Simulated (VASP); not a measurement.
Here is a VASP 6.6.1 calculation.

The input INCAR:

```
SYSTEM = Al2Cl
  ALGO = Normal
  EDIFF = 1E-7
  ENCUT = 520
  GGA = PE
  ISIF = 2
  ISMEAR = 1
  LASPH = .True.
  LCHARG = .False.
  LREAL = .False.
  LWAVE = .False.
  NBANDS = 14
  NELM = 80
  PREC = Accurate
  SIGMA = 0.1
```

File KPOINTS:

```
k-points
0
Gamma
  10 10 8
  0 0 0
```

The input POSCAR:

```
Al2Cl
1.0
    3.7891741700      0.0000000000      0.0000000000
    0.0000000000      3.7891741700      0.0000000000
    0.0000000000      0.0000000000      4.7668408700
Al Cl
2 1
Direct
    0.4999800000      0.0023650000      0.3483520000
   -0.0062180000      0.4843420000      0.3410360000
   -0.0050410000     -0.0057340000      0.3904520000
```

Potentials or basis: VASP PAW PBE potentials, release 64 (Al, Cl).

The run is started by

```sh
$ cat potpaw_PBE.64/Al/POTCAR potpaw_PBE.64/Cl/POTCAR > POTCAR
$ mpirun -np 1 vasp_std > vasp.out
```

(1) Predict the largest force.

(2) What does it give for the pressure?

Answers

(1) 5.162 eV/Å.

(2) 50.7 GPa.

Caveat: the cell stands under pressure; an odd number of electrons without spin polarisation forces a metal; a magnetic or distorted state may lie lower.
